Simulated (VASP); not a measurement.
Input of a VASP 6.6.1 run:

Contents of INCAR:

```
SYSTEM = InAs
PREC     = Accurate       ! precision mode
ENCUT    = 520            ! plane-wave cutoff, eV
EDIFF    = 1E-7           ! SCF threshold, eV
ISMEAR   = 0              ! smearing method
SIGMA    = 0.15           ! smearing width, eV
LREAL    = .FALSE.        ! projectors in reciprocal space
LASPH    = .TRUE.         ! aspherical terms in the spheres
NELM     = 80             ! most SCF steps
ALGO     = Normal         ! electronic algorithm
ISIF     = 2              ! what is computed and relaxed
LWAVE    = .FALSE.        ! write WAVECAR
LCHARG   = .FALSE.        ! write CHGCAR
GGA      = PS             ! functional
NBANDS   = 16             ! bands
```

The input KPOINTS:

```
regular mesh
0
G
  18 18 18
  0 0 0
```

File POSCAR:

```
InAs
1.0
    0.0000000000      2.8264640422      2.6003469188
    2.8264640422      0.0000000000      2.6003469188
    2.8264640422      2.8264640422      0.0000000000
In As
1 1
Direct
    0.5000000000      0.5000000000      0.5000000000
    0.0000000000      0.0000000000      0.0000000000
```

Potentials or basis: VASP PAW PBE potentials, release 64 (In_d, As).

Run with:

```bash
$ cat potpaw_PBE.64/In_d/POTCAR potpaw_PBE.64/As/POTCAR > POTCAR
$ mpirun -np 1 vasp_std > vasp.out
```

Predict the band gap on the k mesh.

zero (band 9 reaches 7.81 eV, above the bottom of band 10 at 4.40 eV).

Estimate the pressure.

8.8 GPa.

Stress tensor (GPa, compression positive):
```
 3.38  0.00  0.00
 0.00  3.38  0.00
 0.00  0.00 19.63
```

Caveat: the cell differs from its parent crystal (strain +0.000 along x and y, -0.080 along z); the PAW data sets were made with another functional, which shifts forces and pressure a little; spin-orbit coupling is left out, which moves the levels of the heavy elements.
